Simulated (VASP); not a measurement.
A run of VASP 6.6.1 is set up as follows.

Contents of INCAR:

```
PREC = Accurate
ENCUT = 520
EDIFF = 1E-7
ISMEAR = 0
SIGMA = 0.02
LREAL = False
LASPH = True
NELM = 60
ALGO = Normal
ISIF = 2
LWAVE = False
LCHARG = True
GGA = PS
LELF = True
LVHAR = True
NBANDS = 35
```

The input KPOINTS:

```
Automatic mesh
0
Gamma
  6 6 8
```

The input POSCAR:

```
SnO2
1.0
    4.8764526562      0.0000000000      0.0000000000
    0.0000000000      4.8766638462      0.0000000000
    0.0000000000      0.0000000000      3.0192603988
Sn O
2 4
Direct
    0.5000000000      0.5000000000      0.5000000000
    0.0000000000      0.0000000000      0.0000000000
    0.3037101796      0.3037642730      0.0000000000
    0.8037101796      0.1962357270      0.5000000000
    0.1962898204      0.8037642730      0.5000000000
    0.6962898204      0.6962357270      0.0000000000
```

Potentials or basis: VASP PAW PBE potentials, release 64 (Sn_d, O).

Run with:

```sh
$ cat potpaw_PBE.64/Sn_d/POTCAR potpaw_PBE.64/O/POTCAR > POTCAR
$ mpirun -np 1 vasp_std > vasp.out
```

Question: Predict the band gap on the k mesh.

Answer: 1.30 eV.

Question: Predict the pressure.

Answer: 7.8 GPa.

Forces in eV/Å, atoms in the order of the input:
```
Sn   0.000  0.000  0.000
Sn   0.000  0.000  0.000
O   -0.025 -0.025  0.000
O   -0.025  0.025  0.000
O    0.025 -0.025  0.000
O    0.025  0.025  0.000
```

Caveat: the cell differs from its parent crystal (uniaxial strain along c: -6.0 %, then relaxed in part); the cell stands under pressure; the PAW data sets were made with another functional, which shifts forces and pressure a little; spin-orbit coupling is left out, which moves the levels of the heavy elements.
